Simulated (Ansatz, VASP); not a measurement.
# One calculation of ZrB2, two programs

```
CELL_PARAMETERS angstrom
3.23217 0.00000 0.00000
-1.61609 2.79914 0.00000
0.00000 0.00000 3.60229
ATOMIC_POSITIONS crystal
Zr 0.00000 0.00000 0.00000
B 0.66667 0.33333 0.50000
B 0.33333 0.66667 0.50000
```

Alike in both runs: task single point; functional r2SCAN; k mesh 10 × 10 × 8; occupations fermi-dirac, width 0.05 eV; no spin polarisation.

```csv
,VASP,Ansatz
version,VASP 6.6.1,Ansatz 0.2.0
potentials or method,"VASP PAW PBE potentials, release 64 (Zr_sv, B)",Ansatz PAW
plane-wave cutoff (eV),520,500
valence electrons in the cell,18,18
```

|  | VASP | Ansatz | Ansatz less VASP |
| --- | --- | --- | --- |
| gap on the k mesh at the Fermi level (eV) | none | none | - |
| pressure (GPa) | -12.0 | -12.0 | -0.05 |
| traceless stress, the component that is largest in VASP (GPa) | 2.40 | 2.39 | -0.011 |

VASP's potentials were made for PBE, not for r2SCAN. A gap of «none» marks a metal or a gap that the smearing closes.
